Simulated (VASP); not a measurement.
# MgO (Periclase) (Fm-3m) in VASP: notebook

MgO (Periclase) is run at these levels: r2SCAN; tasks: single point.

All numbers are computed with VASP 6.6.1; they aren't measurements. Logs are shortened: lines on timing, memory, paths and dates and some standing lists are left out, and cuts for length are marked.

## Step 1: The cell of the first run

The structure is cubic, space group Fm-3m (No. 225). The conventional cell has a = 3.903 Å, b = 3.903 Å, c = 3.903 Å, α = 90.00°, β = 90.00°, γ = 90.00°. Within 2.6 Å of Mg (site symmetry m-3m) lie 6 O at 1.95 Å. Within 2.6 Å of O (site symmetry m-3m) lie 6 Mg at 1.95 Å.

## Step 2: Single point, r2SCAN (volume scaled by 0.800)

The input, POSCAR:

```
MgO
1.0
    0.0000000000      1.9515217318      1.9515217318
    1.9515217318      0.0000000000      1.9515217318
    1.9515217318      1.9515217318      0.0000000000
Mg O
1 1
Direct
    0.0000000000      0.0000000000      0.0000000000
    0.5000000000      0.5000000000      0.5000000000
```

The input, INCAR.step1:

```
  PREC = Accurate
  ENCUT = 520
  ISMEAR = 0
  SIGMA = 0.05
  LREAL = False
  LASPH = True
  NELM = 80
  NBANDS = 11
  GGA = PE
  ALGO = Normal
  EDIFF = 1E-4
  LWAVE = True
  LCHARG = False
```

The input, INCAR.step2:

```
  PREC = Accurate
  ENCUT = 520
  EDIFF = 1E-6
  ISMEAR = 0
  SIGMA = 0.05
  LREAL = False
  LASPH = True
  NELM = 80
  ALGO = Normal
  ISIF = 2
  LWAVE = False
  LCHARG = False
  METAGGA = R2SCAN
  LMIXTAU = True
  NBANDS = 11
  ISTART = 1
```

The input, KPOINTS:

```
Automatic mesh
0
Gamma
  8 8 8
```

Potentials or basis: VASP PAW PBE potentials, release 64 (Mg, O).

Run with:

```
cat potpaw_PBE.64/Mg/POTCAR potpaw_PBE.64/O/POTCAR > POTCAR
cp INCAR.step1 INCAR
mpirun -np 1 vasp_std > vasp.out
cp INCAR.step2 INCAR
mpirun -np 1 vasp_std > vasp.out
```

OUTCAR:

```text
PREC = Accurate
   ENCUT = 520
   EDIFF = 1E-6
   ISMEAR = 0
   LREAL = False
   LASPH = True
   NELM = 80
   ISIF = 2
   METAGGA = R2SCAN
   ISTART = 1

 ion  position               nearest neighbor table
   1  0.000  0.000  0.000-   2 1.95   2 1.95   2 1.95   2 1.95   2 1.95   2 1.95
   2  0.500  0.500  0.500-   1 1.95   1 1.95   1 1.95   1 1.95   1 1.95   1 1.95

  LATTYP: Found a face centered cubic cell.
 ALAT       =     3.9030434636

  Lattice vectors:

 A1 = (   0.0000000000,   1.9515217318,   1.9515217318)
 A2 = (   1.9515217318,   0.0000000000,   1.9515217318)
 A3 = (   1.9515217318,   1.9515217318,   0.0000000000)

Analysis of symmetry for initial positions (statically):
=====================================================================
 Subroutine PRICEL returns:
 Original cell was already a primitive cell.

 Routine SETGRP: Setting up the symmetry group for a
 face centered cubic supercell.

 Subroutine GETGRP returns: Found 48 space group operations
 (whereof 48 operations were pure point group operations)
 out of a pool of 48 trial point group operations.

The static configuration has the point symmetry O_h .

Analysis of symmetry for dynamics (positions and initial velocities):
=====================================================================
 Subroutine PRICEL returns:
 Original cell was already a primitive cell.

 Routine SETGRP: Setting up the symmetry group for a
 face centered cubic supercell.

 Subroutine GETGRP returns: Found 48 space group operations
 (whereof 48 operations were pure point group operations)
 out of a pool of 48 trial point group operations.

The dynamic configuration has the point symmetry O_h .

 Subroutine INISYM returns: Found 48 space group operations
 (whereof 48 operations are pure point group operations),
 and found     1 'primitive' translations

----------------------------------------------------------------------------------------

                                     Primitive cell

  volume of cell :      14.8645

  direct lattice vectors                    reciprocal lattice vectors
     0.000000000  1.951521732  1.951521732    -0.256210316  0.256210316  0.256210316
     1.951521732  0.000000000  1.951521732     0.256210316 -0.256210316  0.256210316
     1.951521732  1.951521732  0.000000000     0.256210316  0.256210316 -0.256210316

  length of vectors
     2.759868500  2.759868500  2.759868500     0.443769285  0.443769285  0.443769285

  position of ions in fractional coordinates (direct lattice)
     0.000000000  0.000000000  0.000000000
     0.500000000  0.500000000  0.500000000

  ion indices of the primitive-cell ions
   primitive index   ion index
                 1           1
                 2           2

----------------------------------------------------------------------------------------

 KPOINTS: Automatic mesh

Automatic generation of k-mesh.
 Grid dimensions read from file:
 generate k-points for:    8    8    8

 Generating k-lattice:

  Cartesian coordinates                     Fractional coordinates (reciprocal lattice)
    -0.032026290  0.032026290  0.032026290     0.125000000  0.000000000  0.000000000
     0.032026290 -0.032026290  0.032026290     0.000000000  0.125000000  0.000000000
     0.032026290  0.032026290 -0.032026290     0.000000000  0.000000000  0.125000000

  Length of vectors
     0.055471161  0.055471161  0.055471161

  Shift w.r.t. Gamma in fractional coordinates (k-lattice)
     0.000000000  0.000000000  0.000000000

 Subroutine IBZKPT returns following result:
 ===========================================

 Found     29 irreducible k-points:

 Following reciprocal coordinates:
            Coordinates               Weight
  0.000000  0.000000  0.000000      1.000000
  0.125000  0.000000  0.000000      8.000000
  0.250000  0.000000  0.000000      8.000000
  0.375000  0.000000  0.000000      8.000000
  0.500000  0.000000  0.000000      4.000000
  0.125000  0.125000  0.000000      6.000000
[... 16 lines left out ...]
  0.500000  0.250000  0.125000     48.000000
 -0.375000  0.250000  0.125000     24.000000
 [... further k-points ...]
   k-points           NKPTS =     29   k-points in BZ     NKDIM =     29   number of bands    NBANDS=     11
   number of dos      NEDOS =    301   number of ions     NIONS =      2
   total plane-waves  NPLWV =  13824
   dimension x,y,z NGX =    24 NGY =   24 NGZ =   24
   dimension x,y,z NGXF=    48 NGYF=   48 NGZF=   48
   ions per type =               1   1
   NGX,Y,Z   is equivalent  to a cutoff of  14.46, 14.46, 14.46 a.u.
   NGXF,Y,Z  is equivalent  to a cutoff of  28.91, 28.91, 28.91 a.u.
 SYSTEM =  unknown system
   PREC   = accura    normal or accurate (medium, high low for compatibility)
   ISTART =      1    job   : 0-new  1-cont  2-samecut
   ICHARG =      0    charge: 1-file 2-atom 10-const
   ISPIN  =      1    spin polarized calculation?
   LNONCOLLINEAR =      F non collinear calculations
   LSORBIT =      F    spin-orbit coupling
   LASPH  =      T    aspherical Exc in radial PAW
   ENCUT  =  520.0 eV  38.22 Ry    6.18 a.u.   5.13  5.13  5.13*2*pi/ulx,y,z
   NELM   =     80;   NELMIN=  2; NELMDL=  0     # of ELM steps
   EDIFF  = 0.1E-05   stopping-criterion for ELM
   LREAL  =      F    real-space projection
   EDIFFG = 0.1E-04   stopping-criterion for IOM
   NSW    =      0    number of steps for IOM
   IBRION =     -1    ionic relax: 0-MD 1-quasi-New 2-CG
   NFREE  =      0    steps in history (QN), initial steepest desc. (CG)
   ISIF   =      2    stress and relaxation
   ISYM   =      2    0-nonsym 1-usesym 2-fastsym
   POTIM  = 0.5000    time-step for ionic-motion
   TEBEG  =    0.0;   TEEND  =   0.0 temperature during run
   PSTRESS=    0.0 pullay stress
   NELECT =       8.0000    total number of electrons
   NUPDOWN=      -1.0000    fix difference up-down
   EMIN   =  10.00;   EMAX   =-10.00  energy-range for DOS
   EFERMI =   0.00;   METHOD = LEGACY
   ISMEAR =     0;   SIGMA  =   0.05  broadening in eV -4-tet -1-fermi 0-gaus
   EFERMI_NEDOS =   21; number of points for ismear=-14 and -15
   IALGO  =     38    algorithm
   IMIX   =      4    mixing-type and parameters
     AMIX     =   0.40;   BMIX     =  1.00
     AMIX_MAG =   1.60;   BMIX_MAG =  1.00
  volume/ion in A,a.u.               =       7.43        50.16
  Fermi-wavevector in a.u.,A,eV,Ry     =   1.331644  2.516442 24.126877  1.773275
  Thomas-Fermi vector in A             =   2.460639
   LORBIT       =      0    0 simple, 1 ext, 2 COOP (PROOUT), +10 PAW based schemes
   METAGGA = R2SCAN    functional components
   LHFCALC =     F    Hartree Fock is set to
   AEXX    =    0.0000 exact exchange contribution
   IVDW    =     0    specifies the selected vdW correction
   LEPSILON=     F    determine dielectric tensor
   LRPA    =     F    only Hartree local field effects (RPA)
 non-spin polarized calculation
 Gauss-broadening in eV      SIGMA  =   0.05
  energy-cutoff  :      520.00
  volume of cell :       14.86
 maximum number of plane-waves:       415
 NGX is ok and might be reduce to    24
   NGX = 11   NGY = 11   NGZ = 11

 number of electron       8.0000001 magnetization

 Free energy of the ion-electron system (eV)
  ---------------------------------------------------
  ext. energy  EPLUGINS =         0.00000000
  ---------------------------------------------------
  free energy    TOTEN  =       -15.61627362 eV

  energy without entropy =      -15.61627362  energy(sigma->0) =      -15.61627362

 E-fermi :   5.0424     XC(G=0): -12.8236

 val. band max:        4.6910300521   @ k =   0.0000   0.0000   0.0000
 cond. band min:      12.9603288412   @ k =   0.0000   0.0000   0.0000
 fundamental gap:      8.2692987892
 Fermi energy:         5.0424349876

 k-point     1 :       0.0000    0.0000    0.0000
  band No.  band energies     occupation
      1     -14.8493      2.00000
      2       4.6910      2.00000
      3       4.6910      2.00000
      4       4.6910      2.00000
      5      12.9603      0.00000
      6      22.8448      0.00000
      7      22.8448      0.00000
      8      22.8448      0.00000
      9      27.6955      0.00000
     10      29.7377      0.00000
     11      29.7377      0.00000

 k-point     2 :       0.1250    0.0000    0.0000
  band No.  band energies     occupation
      1     -14.6143      2.00000
      2       3.6472      2.00000
      3       4.5336      2.00000
      4       4.5336      2.00000
      5      13.8409      0.00000
      6      21.0994      0.00000
      7      23.3668      0.00000
      8      23.3668      0.00000
      9      29.1324      0.00000
     10      29.1324      0.00000
     11      30.6052      0.00000

 k-point     3 :       0.2500    0.0000    0.0000
  band No.  band energies     occupation
      1     -13.9952      2.00000
      2       1.5550      2.00000
      3       4.1736      2.00000
      4       4.1736      2.00000
      5      15.0912      0.00000
      6      19.9262      0.00000
      7      24.3785      0.00000
      8      24.3785      0.00000
      9      28.8616      0.00000
     10      28.8616      0.00000
     11      32.3773      0.00000

 k-point     4 :       0.3750    0.0000    0.0000
  band No.  band energies     occupation
      1     -13.2738      2.00000
      2      -0.3015      2.00000
      3       3.8381      2.00000
      4       3.8381      2.00000
      5      15.2312      0.00000
      6      20.6965      0.00000
      7      24.7017      0.00000
      8      24.7017      0.00000
      9      30.4071      0.00000
     10      30.4071      0.00000
     11      31.4863      0.00000
[... 239 lines left out ...]
 k-point    22 :       0.3750    0.2500    0.1250
  band No.  band energies     occupation
      1     -13.5563      2.00000
      2       1.0728      2.00000
      3       3.1827      2.00000
      4       3.8160      2.00000
      5      16.8118      0.00000
      6      18.1239      0.00000
      7      23.7624      0.00000
      8      26.2322      0.00000
      9      26.4075      0.00000
     10      31.4229      0.00000
     11      36.4464      0.00000

 k-point    23 :       0.5000    0.2500    0.1250
  band No.  band energies     occupation
      1     -12.9909      2.00000
      2       0.1184      2.00000
      3       2.4408      2.00000
      4       3.4773      2.00000
      5      17.1736      0.00000
      6      19.2194      0.00000
      7      22.6642      0.00000
      8      26.1270      0.00000
      9      28.3750      0.00000
     10      31.7851      0.00000
     11      36.5346      0.00000

 k-point    24 :      -0.3750    0.2500    0.1250
  band No.  band energies     occupation
      1     -12.7332      2.00000
      2      -0.3064      2.00000
      3       2.1752      2.00000
      4       3.3253      2.00000
      5      17.0913      0.00000
      6      20.1579      0.00000
      7      22.3353      0.00000
      8      25.9016      0.00000
      9      29.4718      0.00000
     10      31.5680      0.00000
     11      36.5480      0.00000

 [... further k-points ...]
[... 5 lines left out ...]
  --------------------------------------------------------------------------------------
  -------------------------------------------------------------------------------------
  Total        5.3859676      5.3859676      5.3859676      0.0000000      0.0000000      0.0000000
  in kB      580.5293013    580.5293013    580.5293013      0.0000000      0.0000000      0.0000000
  external PRESSURE =     580.5293013 kB  Pullay stress =       0.0000000 kB

 VOLUME and BASIS-vectors are now :
 -----------------------------------------------------------------------------
  energy-cutoff  :      520.00
  volume of cell :       14.86
      direct lattice vectors                 reciprocal lattice vectors
     0.000000000  1.951521732  1.951521732    -0.256210316  0.256210316  0.256210316
     1.951521732  0.000000000  1.951521732     0.256210316 -0.256210316  0.256210316
     1.951521732  1.951521732  0.000000000     0.256210316  0.256210316 -0.256210316

 POSITION                                       TOTAL-FORCE (eV/Angst)
 -----------------------------------------------------------------------------------
      0.00000      0.00000      0.00000        -0.000000      0.000000     -0.000000
      1.95152      1.95152      1.95152         0.000000     -0.000000      0.000000
 -----------------------------------------------------------------------------------
    total drift:                               -0.000000     -0.000000      0.000000

  FREE ENERGIE OF THE ION-ELECTRON SYSTEM (eV)
  ---------------------------------------------------
  free  energy   TOTEN  =       -15.6162736215 eV

  energy  without entropy=      -15.6162736215  energy(sigma->0) =      -15.61627362
```

Wall time 13 s (1 thread of Intel Xeon 6975P-C (Granite Rapids), shared host); peak memory 0.15 GiB.

Results:

- Free energy: -15.6163 eV
- Pressure: 58.1 GPa
- Band gap on the k mesh: 8.27 eV, direct

Caveat: the PAW data sets were made with another functional, which shifts forces and pressure a little.

(Continued in part 2 of 2.)
